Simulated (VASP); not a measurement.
# Cu: single point with PBE

The system is Cu.

```
Cu
1.0
     2.47074    0.00000    0.00000
    -1.23537    2.13973    0.00000
     0.00000    0.00000    4.21539
Cu
2
Direct
  0.33333 0.66667 0.25000
  0.66667 0.33333 0.75000
```

This cell differs from its parent crystal: strain -0.025 along x and y, +0.025 along z.

```
Program             : VASP 6.6.1
Task                : single point
Functional          : PBE
Potentials or basis : VASP PAW PBE potentials, release 64 (Cu)
Cutoff              : 520 eV
k mesh              : 24 × 24 × 12
Occupations         : gaussian, width 0.15 eV
Spin                : no spin polarisation
```

```
Pressure               : 13.0 GPa
Band gap on the k mesh : zero (band 11 reaches 12.76 eV, above the bottom of band 12 at 6.29 eV)
```

Stress tensor (GPa, compression positive):
```
16.04  0.00  0.00
 0.00 16.04  0.00
 0.00  0.00  6.90
```

Levels at points of the mesh, in eV from the Fermi level:
| k point | band 8 | band 9 | band 10 | band 11 | band 12 | band 13 | band 14 | band 15 |
| --- | --- | --- | --- | --- | --- | --- | --- | --- |
| (0.00, 0.00, 0.00) | -2.50 | -2.50 | -1.81 | -1.81 | -1.58 | 3.45 | 22.43 | 23.07 |
| (0.50, 0.00, 0.00) | -1.71 | -1.62 | -1.54 | 0.08 | 1.83 | 7.85 | 8.15 | 10.81 |
| (0.00, 0.00, 0.50) | -3.17 | -2.04 | -2.04 | -2.04 | -2.04 | 11.81 | 11.81 | 23.12 |
| (0.50, 0.00, 0.50) | -1.99 | -1.58 | -1.58 | 0.48 | 0.48 | 5.29 | 5.29 | 17.23 |

Run time: 69 s on 1 thread of Intel(R) Xeon(R) 6975P-C (Granite Rapids), with other jobs on the host, peak memory 0.24 GiB.

Caveat: the cell differs from its parent crystal (strain -0.025 along x and y, +0.025 along z).
